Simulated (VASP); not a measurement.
# Ca3TlRh: single point with PBE

Crystal: Ca3TlRh.

```
Ca Tl Rh
1.0
     4.64262    0.00000    0.00000
     0.00000    4.64262    0.00000
     0.00000    0.00000    6.88886
Ca Tl Rh
3 1 1
Direct
  0.50000 0.00000 0.38432
  0.00000 0.50000 0.38432
  0.50000 0.50000 0.81522
  0.00000 0.00000 0.02556
  0.00000 0.00000 0.63698
```

The cell was generated, and may not be a known phase.

```
Program                : VASP 6.6.1
Task                   : single point
Functional             : PBE
Potentials or basis    : VASP PAW PBE potentials, release 64 (Ca_sv, Tl_d, Rh_pv)
Cutoff                 : 520 eV
k mesh                 : 4 × 4 × 2
Occupations            : gaussian, width 0.2 eV
Spin                   : no spin polarisation
Dipole correction      : no
Further INCAR settings : ALGO = Fast; EDIFF = 1e-06; NBANDS = 37
```

The pressure is 0.3 GPa, the largest force is 0.025 eV/Å and the band gap on the k mesh is zero (bands 29 and 30 overlap by 1.00 eV).

Forces on the atoms (eV/Å):
```
Ca   0.000  0.000 -0.001
Ca   0.000  0.000 -0.001
Ca   0.000  0.000  0.007
Tl   0.000  0.000 -0.025
Rh   0.000  0.000  0.020
```

Stress tensor (GPa, compression positive):
```
0.44 0.00 0.00
0.00 0.44 0.00
0.00 0.00 0.04
```

Levels at points of the mesh, in eV from the Fermi level:
```tsv
k point	band 27	band 28	band 29	band 30	band 31	band 32
(0.00, 0.00, 0.00)	-1.28	-1.16	-0.07	1.20	1.20	1.97
(0.50, 0.00, 0.00)	-0.96	-0.92	-0.50	0.15	0.69	1.15
(0.50, 0.50, 0.00)	-1.07	-0.93	-0.89	0.22	0.81	0.92
(0.00, 0.00, 0.50)	-1.28	-0.36	0.85	0.85	0.91	1.96
(0.50, 0.00, 0.50)	-1.37	-0.91	-0.82	1.10	1.64	1.90
(0.50, 0.50, 0.50)	-0.76	-0.28	-0.28	0.07	0.07	0.35
```

It took 3.2 min on 1 thread of Oxide Virtual Turin-like Processor (shared host), peak memory 0.25 GiB.

Caveat: the k points lie up to 0.46 Å⁻¹ apart, too coarse for converged energies and pressures of a metal; spin-orbit coupling is left out, which moves the levels of the heavy elements.
